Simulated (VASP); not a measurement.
BP:

```
P B
1.0
     0.00000    2.29886    2.29886
     2.29886    0.00000    2.29886
     2.29886    2.29886    0.00000
P B
1 1
Direct
  0.75000 0.75000 0.75000
  0.00000 0.00000 0.00000
```

Base run:

- Program: VASP 6.6.1
- Functional: revPBE
- Dispersion: D3(BJ)
- Potentials or basis: VASP PAW PBE potentials, release 64 (P, B)
- Cutoff: 520 eV
- k mesh: 10 × 10 × 10
- Occupations: fermi-dirac, width 0.05 eV
- Spin: no spin polarisation

Its results: band gap on the k mesh 1.30 eV, indirect (least direct gap 3.34 eV); pressure -11.7 GPa.

Problem. The run is repeated on the same cell with these changes: functional from revPBE to BLYP. What comes out?

Solution. Band gap on the k mesh 1.58 eV, indirect (least direct gap 3.52 eV); pressure -9.2 GPa.

Caveats: the PAW data sets were made with another functional, which shifts forces and pressure a little.

A k mesh can miss the band edges.
